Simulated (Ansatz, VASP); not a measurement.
**HfN in VASP and in Ansatz**

```
Hf N
1.0
     0.00000    2.24333    2.24333
     2.24333    0.00000    2.24333
     2.24333    2.24333    0.00000
Hf N
1 1
Direct
  0.50000 0.50000 0.50000
  0.00000 0.00000 0.00000
```

Alike in both runs: task single point; functional PBE; dispersion D3(BJ); k mesh 10 × 10 × 10; occupations gaussian, width 0.05 eV; no spin polarisation.

|  | VASP | Ansatz |
| --- | --- | --- |
| version | VASP 6.6.1 | Ansatz 0.2.0 |
| potentials or method | VASP PAW PBE potentials, release 64 (Hf_pv, N), cutoff 520 eV | scalar-relativistic, plane waves, PAW |
| valence electrons in the cell | 15 | 31 |

Ansatz gave:

| Quantity | Value |
| --- | --- |
| gap on the k mesh at the Fermi level (eV) | none |
| pressure (GPa) | 5.8 |

Task: Which values does VASP return?

Result: gap on the k mesh at the Fermi level (eV): none; pressure (GPa): 3.4.

A gap of «none» marks a metal or a gap that the smearing closes. VASP's potentials hold 15 valence electrons a cell and Ansatz's 31, so a difference there can come from the potentials and not from the codes.

Neither program's run includes spin-orbit coupling.
